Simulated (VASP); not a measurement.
# AlNi (Cmmm) in VASP: a series of runs, part 2 of 2

VASP 6.6.1. Earlier steps stand in the parts before.

## Step 3: Single point, PBEsol (strain -0.1125 x Voigt [0, 1, 0, 0, 0, 0])

Contents of INCAR:

```
ALGO = Fast ; EDIFF = 1E-6
ENCUT = 520 ; GGA = PS
ISIF = 2 ; ISMEAR = 0
LASPH = T ; LCHARG = T
LELF = T ; LREAL = F
LVHAR = T ; LWAVE = F
NBANDS = 14 ; NELM = 100
PREC = Accurate ; SIGMA = 0.15
```

Contents of KPOINTS:

```
k-points
0
Gamma
  20 20 20
```

Contents of POSCAR:

```
AlNi
1.0
    2.0213280872     -1.7939479372      0.0000000000
    2.0213280872      1.7939479372      0.0000000000
    0.0000000000      0.0000000000      2.8694088111
Al Ni
1 1
Direct
    0.0000000000      0.0000000000      0.0000000000
    0.5000000000      0.5000000000      0.5000000000
```

Potentials or basis: VASP PAW PBE potentials, release 64 (Al, Ni).

Launch:

```console
$ cat potpaw_PBE.64/Al/POTCAR potpaw_PBE.64/Ni/POTCAR > POTCAR
$ mpirun -np 1 vasp_std > vasp.out
```

OUTCAR:

```text
EDIFF = 1E-6
   ENCUT = 520
   GGA = PS
   ISIF = 2
   ISMEAR = 0
   LASPH = T
   LREAL = F
   NELM = 100
   PREC = Accurate

 ion  position               nearest neighbor table
   1  0.000  0.000  0.000-   2 2.30   2 2.30   2 2.30   2 2.30   2 2.48   2 2.48   2 2.48   2 2.48

   2  0.500  0.500  0.500-   1 2.30   1 2.30   1 2.30   1 2.30   1 2.48   1 2.48   1 2.48   1 2.48

  LATTYP: Found a base centered orthorhombic cell.
 ALAT       =     3.5878958744
 B/A-ratio  =     1.1267484665
 C/A-ratio  =     0.7997469580
[... 600 lines left out ...]

  FORCE on cell =-STRESS in cart. coord.  units (eV):
  Direction    XX          YY          ZZ          XY          YZ          ZX
  --------------------------------------------------------------------------------------
  -------------------------------------------------------------------------------------
  Total        1.3501376      6.4529968      3.5931166      0.0000000      0.0000000      0.0000000
  in kB      103.9488131    496.8244559    276.6386288      0.0000000      0.0000000      0.0000000
  external PRESSURE =     292.4706326 kB  Pullay stress =       0.0000000 kB

 VOLUME and BASIS-vectors are now :
 -----------------------------------------------------------------------------
  energy-cutoff  :      520.00
  volume of cell :       20.81
      direct lattice vectors                 reciprocal lattice vectors
     2.021328087 -1.793947937  0.000000000     0.247362120 -0.278714889  0.000000000
     2.021328087  1.793947937  0.000000000     0.247362120  0.278714889  0.000000000
     0.000000000  0.000000000  2.869408811     0.000000000  0.000000000  0.348503844

 POSITION                                       TOTAL-FORCE (eV/Angst)
 -----------------------------------------------------------------------------------
      0.00000      0.00000      0.00000        -0.000000      0.000000      0.000000
      2.02133      0.00000      1.43470         0.000000     -0.000000      0.000000
 -----------------------------------------------------------------------------------
    total drift:                                0.000000      0.000000      0.000000

  FREE ENERGIE OF THE ION-ELECTRON SYSTEM (eV)
  ---------------------------------------------------
  free  energy   TOTEN  =       -11.2187223912 eV

  energy  without entropy=      -11.2107481645  energy(sigma->0) =      -11.21473528
```

OSZICAR:

```text
N       E                     dE             d eps       ncg     rms          rms(c)
DAV:   1     0.415818526216E+02    0.41582E+02   -0.54550E+03 35090   0.101E+03
DAV:   2    -0.111218573283E+02   -0.52704E+02   -0.47720E+02 36960   0.188E+02
DAV:   3    -0.129431566611E+02   -0.18213E+01   -0.18051E+01 42660   0.380E+01
DAV:   4    -0.129663086725E+02   -0.23152E-01   -0.23145E-01 40888   0.394E+00
DAV:   5    -0.129669586136E+02   -0.64994E-03   -0.64993E-03 43726   0.713E-01    0.139E+01
RMM:   6    -0.143113327145E+02   -0.13444E+01   -0.13437E+01 42046   0.460E+01    0.154E+01
RMM:   7    -0.112390173268E+02    0.30723E+01   -0.35934E+00 39051   0.234E+01    0.167E+00
RMM:   8    -0.112299157930E+02    0.91015E-02   -0.61494E-02 37594   0.251E+00    0.746E-01
RMM:   9    -0.112215897260E+02    0.83261E-02   -0.22351E-02 40038   0.109E+00    0.503E-01
RMM:  10    -0.112188436196E+02    0.27461E-02   -0.74071E-03 43180   0.109E+00    0.203E-01
RMM:  11    -0.112187983559E+02    0.45264E-04   -0.10163E-03 47647   0.363E-01    0.106E-01
RMM:  12    -0.112187108479E+02    0.87508E-04   -0.28636E-04 48977   0.171E-01    0.339E-02
RMM:  13    -0.112187209878E+02   -0.10140E-04   -0.94497E-05 48392   0.649E-02    0.215E-02
RMM:  14    -0.112187220981E+02   -0.11103E-05   -0.14982E-05 45947   0.272E-02    0.186E-02
RMM:  15    -0.112187223912E+02   -0.29302E-06   -0.17400E-06 27477   0.101E-02
   1 F= -.11218722E+02 E0= -.11214735E+02  d E =-.797423E-02
```

It took 1.9 min on 1 thread of Intel Xeon 6975P-C (Granite Rapids), shared host; peak memory 0.45 GiB.

Results:

| Item | Value |
| --- | --- |
| Free energy | -11.2187 eV |
| Pressure | 29.2 GPa |
| Band gap on the k mesh | zero (an odd number of electrons rules out a gap without spin polarisation) |

Levels at points of the mesh, in eV from the Fermi level:
| k point | band 4 | band 5 | band 6 | band 7 | band 8 | band 9 | band 10 | band 11 |
| --- | --- | --- | --- | --- | --- | --- | --- | --- |
| (0.00, 0.00, 0.00) | -2.15 | -1.83 | -1.78 | 4.50 | 6.78 | 7.42 | 8.23 | 8.99 |
| (0.50, 0.00, 0.00) | -3.04 | -2.53 | -1.83 | -0.56 | 7.94 | 9.31 | 11.34 | 11.56 |
| (0.50, 0.50, 0.00) | -2.82 | -2.72 | -1.83 | -1.16 | 1.73 | 4.21 | 12.44 | 14.42 |
| (0.00, 0.00, 0.50) | -2.83 | -2.37 | -1.74 | -1.14 | 8.64 | 11.14 | 11.72 | 12.65 |
| (0.50, 0.00, 0.50) | -3.24 | -2.45 | -2.44 | -1.34 | 1.56 | 2.98 | 13.18 | 15.53 |
| (0.50, 0.50, 0.50) | -1.33 | -1.14 | 1.00 | 1.30 | 3.03 | 4.15 | 5.12 | 5.51 |

Caveat: the cell differs from its parent crystal (strain -0.1125 x Voigt [0, 1, 0, 0, 0, 0]); the cell stands under pressure; the PAW data sets were made with another functional, which shifts forces and pressure a little. Spin polarisation is off, so any magnetic state and its effect on volume and gap are missing.

## Step 4: Single point, PBEsol (strain -0.0750 x Voigt [0, 1, 0, 0, 0, 0])

Contents of INCAR:

```
PREC = Accurate ; ENCUT = 520
EDIFF = 1E-6 ; ISMEAR = 0
SIGMA = 0.15 ; LREAL = F
LASPH = T ; NELM = 100
ALGO = Fast ; ISIF = 2
LWAVE = F ; LCHARG = F
GGA = PS ; NBANDS = 14
```

Contents of KPOINTS:

```
regular mesh
0
Gamma
  20 20 20
```

Contents of POSCAR:

```
AlNi
1.0
    2.0213280872     -1.8697485543      0.0000000000
    2.0213280872      1.8697485543      0.0000000000
    0.0000000000      0.0000000000      2.8694088111
Al Ni
1 1
Direct
    0.0000000000      0.0000000000      0.0000000000
    0.5000000000      0.5000000000      0.5000000000
```

Launch:

```console
$ cat potpaw_PBE.64/Al/POTCAR potpaw_PBE.64/Ni/POTCAR > POTCAR
$ mpirun -np 1 vasp_std > vasp.out
```

It took 1.9 min on 1 thread of Intel Xeon 6975P-C (Granite Rapids), shared host; peak memory 0.46 GiB.

Results (log left out):

* Free energy: -11.4360 eV
* Pressure: 17.1 GPa
* Band gap on the k mesh: zero (an odd number of electrons rules out a gap without spin polarisation)

Stress tensor (GPa, compression positive):
```
 5.96  0.00  0.00
 0.00 29.93  0.00
 0.00  0.00 15.38
```

Levels at points of the mesh, in eV from the Fermi level:
| k point | band 3 | band 4 | band 5 | band 6 | band 7 | band 8 | band 9 | band 10 | band 11 | band 12 |
| --- | --- | --- | --- | --- | --- | --- | --- | --- | --- | --- |
| (0.00, 0.00, 0.00) | -3.70 | -1.93 | -1.71 | -1.70 | 4.86 | 6.31 | 6.77 | 8.24 | 8.70 | 15.63 |
| (0.50, 0.00, 0.00) | -3.20 | -2.76 | -2.45 | -1.69 | -0.59 | 8.14 | 9.56 | 11.10 | 11.21 | 12.13 |
| (0.50, 0.50, 0.00) | -3.54 | -2.57 | -2.49 | -2.27 | -1.10 | 1.71 | 3.55 | 12.52 | 14.78 | 14.78 |
| (0.00, 0.00, 0.50) | -3.23 | -2.64 | -2.33 | -1.63 | -0.96 | 8.49 | 10.72 | 11.15 | 12.08 | 12.10 |
| (0.50, 0.00, 0.50) | -3.35 | -3.14 | -2.33 | -2.32 | -1.21 | 1.52 | 2.84 | 13.17 | 15.52 | 15.90 |
| (0.50, 0.50, 0.50) | -4.47 | -1.20 | -1.08 | 1.36 | 1.60 | 2.59 | 4.29 | 4.88 | 5.03 | 5.28 |

Caveat: the cell differs from its parent crystal (strain -0.0750 x Voigt [0, 1, 0, 0, 0, 0]); the cell stands under pressure; the PAW data sets were made with another functional, which shifts forces and pressure a little. Spin polarisation is off, so any magnetic state and its effect on volume and gap are missing.

## Step 5: Summary

```csv
cell,further INCAR settings,gap on the mesh (eV),pressure (GPa)
"a = 2.653, b = 2.653, c = 2.869 Å, angles 90.0, 90.0, 80.7°, 2 atoms",ALGO = Fast; EDIFF = 1e-07; NBANDS = 14,none,44.6
"a = 2.703, b = 2.703, c = 2.869 Å, angles 90.0, 90.0, 83.2°, 2 atoms",ALGO = Fast; EDIFF = 1e-06; NBANDS = 14,none,29.2
"a = 2.753, b = 2.753, c = 2.869 Å, angles 90.0, 90.0, 85.5°, 2 atoms",ALGO = Fast; EDIFF = 1e-06; NBANDS = 14,none,17.1
```

Alike in all rows: task single point; level PBEsol; potentials or basis VASP PAW PBE potentials, release 64 (Al, Ni); no spin polarisation; k mesh 20 × 20 × 20; cutoff (eV) 520; smearing gaussian 0.15 eV.

Caveats: the cell stands under pressure; the PAW data sets were made with another functional, which shifts forces and pressure a little.

Total energies depend on the potentials used, so only differences within one code and one set of settings carry meaning.
